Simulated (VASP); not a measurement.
Here is a VASP 6.6.1 calculation.

INCAR

```
SYSTEM = NaF
PREC     = Accurate       ! precision mode
ENCUT    = 520            ! plane-wave cutoff, eV
EDIFF    = 1E-7           ! SCF threshold, eV
ISMEAR   = -1             ! smearing method
SIGMA    = 0.02           ! smearing width, eV
LREAL    = .False.        ! projectors in reciprocal space
LASPH    = .True.         ! aspherical terms in the spheres
NELM     = 100            ! most SCF steps
ALGO     = Normal         ! electronic algorithm
ISIF     = 2              ! what is computed and relaxed
LWAVE    = .False.        ! write WAVECAR
LCHARG   = .False.        ! write CHGCAR
GGA      = PE             ! functional
NBANDS   = 14             ! bands
```

KPOINTS

```
regular mesh
0
Gamma
  10 10 10
  0 0 0
```

Contents of POSCAR:

```
NaF
1.0
    0.0000000000      2.3660831267      2.2726349319
    2.3660831267      0.0000000000      2.2726349319
    2.3660831267      2.3660831267      0.0000000000
Na F
1 1
Direct
    0.0000000000      0.0000000000      0.0000000000
    0.5000000000      0.5000000000      0.5000000000
```

Potentials or basis: VASP PAW PBE potentials, release 64 (Na_pv, F).

Command:

```sh
$ cat potpaw_PBE.64/Na_pv/POTCAR potpaw_PBE.64/F/POTCAR > POTCAR
$ mpirun -np 1 vasp_std > vasp.out
```

Question: What does it give for the band gap on the k mesh?

Answer: 6.18 eV.

Question: What does it give for the pressure?

Answer: 1.0 GPa.

Stress tensor (GPa, compression positive):
```
-0.11  0.00  0.00
 0.00 -0.11  0.00
 0.00  0.00  3.34
```

Caveat: the cell differs from its parent crystal (epitaxial xy strain +3.0%). A k mesh can miss the band edges.
